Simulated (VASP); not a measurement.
Runs of VASP 6.6.1 on Ti. The structure is that of space group I4/mmm (No. 139), or close to it. The cells are those of the table. 

```csv
cell,gap on the mesh (eV),pressure (GPa)
"a = 2.953 Å, angles 112.5, 103.6, 112.5°, 1 atom",none,(b)
"a = 2.740 Å, angles 106.4, 115.8, 106.4°, 1 atom",none,6.3
"a = 2.991 Å, angles 113.5, 101.8, 113.5°, 1 atom",none,(a)
"a = 2.708 Å, angles 105.4, 118.0, 105.4°, 1 atom",none,12.2
"a = 2.773 Å, angles 107.4, 113.6, 107.4°, 1 atom",none,1.2
```

Alike in all rows: task single point; level PBEsol; potentials or basis VASP PAW PBE potentials, release 64 (Ti_sv); no spin polarisation; k mesh 20 × 20 × 20; cutoff (eV) 520; smearing gaussian 0.15 eV.

Task: Fill in the values left out.

Result: (a) -16.1; (b) -14.5.

Caveats: the PAW data sets were made with another functional, which shifts forces and pressure a little.

A gap of «none» marks levels without a gap at the run's occupations.
